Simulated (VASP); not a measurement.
Input of a VASP 6.6.1 run:

Contents of INCAR:

```
PREC = Accurate
ENCUT = 600
EDIFF = 1E-6
ISMEAR = 0
SIGMA = 0.1
LREAL = F
LASPH = T
NELM = 100
ALGO = Normal
ISIF = 3
LWAVE = F
LCHARG = F
GGA = PE
IBRION = 2
NSW = 80
EDIFFG = -0.025
```

Contents of KPOINTS:

```
Automatic mesh
0
Gamma
  4 4 1
```

File POSCAR:

```
Al5GaP6
1.0
    3.8221518805     -0.0183382496     -0.0175732023
   -0.0183382496      3.9062683090      0.0238556542
   -0.0745356028      0.1011822169     16.5938464579
Al Ga P
5 1 6
Direct
    0.4973169416      0.5001903992      0.8336590394
   -0.0161675553      0.0246353357      0.6675074031
    0.5009328536      0.4828806012      0.4913339685
    0.0040445360     -0.0114145665      0.3349287281
    0.5183464575      0.4996071957      0.1609549702
    0.0151096334     -0.0277710043      0.0104554296
    0.5290049924      0.0010347411      0.7499966921
    0.0153578477      0.4887396462      0.5741617440
    0.5134372919     -0.0304134259      0.4142473982
    0.0185290260      0.5081284080      0.2595995864
    0.4450542832      0.0130642367      0.0781227285
   -0.0409663081      0.5513184327      0.9250323117
```

Potentials or basis: VASP PAW PBE potentials, release 64 (Al, Ga_d, P).

Run with:

```bash
$ cat potpaw_PBE.64/Al/POTCAR potpaw_PBE.64/Ga_d/POTCAR potpaw_PBE.64/P/POTCAR > POTCAR
$ mpirun -np 1 vasp_std > vasp.out
```

(1) What does it give for the band gap on the k mesh?

(2) Estimate the relaxed cell.

## Answers

(1) 1.56 eV, direct.

(2) a = 3.912 Å, b = 3.911 Å, c = 16.388 Å, α = 90.02°, β = 90.00°, γ = 90.01°.
